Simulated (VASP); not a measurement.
TiRe, 2 atoms in the cell. Symmetry: Pm-3m, No. 221, cubic system. The conventional cell has a = 3.159 Å, b = 3.159 Å, c = 3.159 Å, α = 90.00°, β = 90.00°, γ = 90.00°. Ti (site symmetry m-3m) has 8 Re at 2.74 Å and 6 Ti at 3.16 Å within 3.6 Å. Re (site symmetry m-3m) has 8 Ti at 2.74 Å and 6 Re at 3.16 Å within 3.6 Å. 

```yaml
Program: VASP 6.6.1
Task: electric field gradients
Functional: PBEsol
Potentials_or_basis: VASP PAW PBE potentials, release 64 (Ti_sv, Re)
Cutoff: 520 eV
k_mesh: 13 × 13 × 13
Occupations: fermi-dirac, width 0.05 eV
Spin: no spin polarisation
Dipole_correction: no
Further_INCAR_settings: ALGO = Normal; EDIFF = 1e-08; NBANDS = 16
```

Potentials or basis: VASP PAW PBE potentials, release 64 (Ti_sv, Re).

Command:

```bash
$ cat potpaw_PBE.64/Ti_sv/POTCAR potpaw_PBE.64/Re/POTCAR > POTCAR
$ mpirun -np 1 vasp_std > vasp.out
```

Hardware: 1 thread of Intel(R) Xeon(R) Platinum 8488C (Sapphire Rapids) (shared host).

Task: How long does it take, and how much memory?

Result: Run time: 22 s on 1 thread of Intel(R) Xeon(R) Platinum 8488C (Sapphire Rapids) (shared host), peak memory 0.17 GiB. Counts: scf iterations 16, k points 84.
